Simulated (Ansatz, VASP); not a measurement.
# Two plane-wave programs on K

The input INCAR:

```
SYSTEM = K
PREC     = Accurate       ! precision mode
ENCUT    = 600            ! plane-wave cutoff, eV
EDIFF    = 1E-7           ! SCF threshold, eV
ISMEAR   = 0              ! smearing method
SIGMA    = 0.1            ! smearing width, eV
LREAL    = .False.        ! projectors in reciprocal space
LASPH    = .True.         ! aspherical terms in the spheres
NELM     = 60             ! most SCF steps
ALGO     = Normal         ! electronic algorithm
ISIF     = 3              ! what is computed and relaxed
LWAVE    = .False.        ! write WAVECAR
LCHARG   = .False.        ! write CHGCAR
IBRION   = 2              ! ionic algorithm
NSW      = 100            ! ionic steps
EDIFFG   = -0.002         ! ionic threshold
```

KPOINTS

```
regular mesh
0
Gamma
  16 16 16
  0 0 0
```

File POSCAR:

```
K
1.0
   -2.5242060231      2.5242060231      2.5242060231
    2.5242060231     -2.5242060231      2.5242060231
    2.5242060231      2.5242060231     -2.5242060231
K
1
Direct
    0.0000000000      0.0000000000      0.0000000000
```

Input for Ansatz:

```yaml
crystal:
  lattice:
    - [-2.5242060231, 2.5242060231, 2.5242060231]
    - [2.5242060231, -2.5242060231, 2.5242060231]
    - [2.5242060231, 2.5242060231, -2.5242060231]
  atoms:
    - { symbol: K, position: [0.0, 0.0, 0.0] }
basis:
  ecutwfc: 420
kpoints:
  mp_grid: { grid: [16, 16, 16] }
hamiltonian:
  xc: lda
  pseudopotentials: { kind: paw, azcp: { folder: soft_1 } }
scf:
  occupations: { method: gaussian, width: 0.1 }
output:
  forces: true
  stress: true
  eigenvalues: true
  write_density: true
  write_potential: true
  elf: true
  volumetric_format: npy
relax:
  adjacent_minimum: "off"
  f_tol: 0.002
  max_steps: 80
  cell: { stress_tol: 0.02 }
```

Alike in both runs: task relaxation of cell and atoms; functional LDA; k mesh 16 × 16 × 16; occupations gaussian, width 0.1 eV; no spin polarisation.

```csv
,VASP,Ansatz
version,VASP 6.6.1,Ansatz 0.2.0
potentials or method,"VASP PAW LDA potentials, release 64 (K_sv), cutoff 600 eV","scalar-relativistic, plane waves, PAW"
valence electrons in the cell,9,9
```

Ansatz gave:

```
gap on the k mesh at the Fermi level, each at its own relaxed structure (eV) : none
relaxed volume (Å³/atom)                                                     : 64.33
relaxed length of the cell vector where the two differ most in proportion (Å)              : 4.372
```

**Question.** What did VASP give for the same quantities?

**Answer.** gap on the k mesh at the Fermi level, each at its own relaxed structure (eV): none; relaxed volume (Å³/atom): 64.14; relaxed length of the cell vector where the two differ most in proportion (Å): 4.368.

Ansatz warns that its potentials were made for another functional, while VASP's fit it. LDA's correlation is that of Perdew and Zunger in VASP and of Perdew and Wang (1992) in Ansatz. A gap of «none» marks a metal or a gap that the smearing closes.
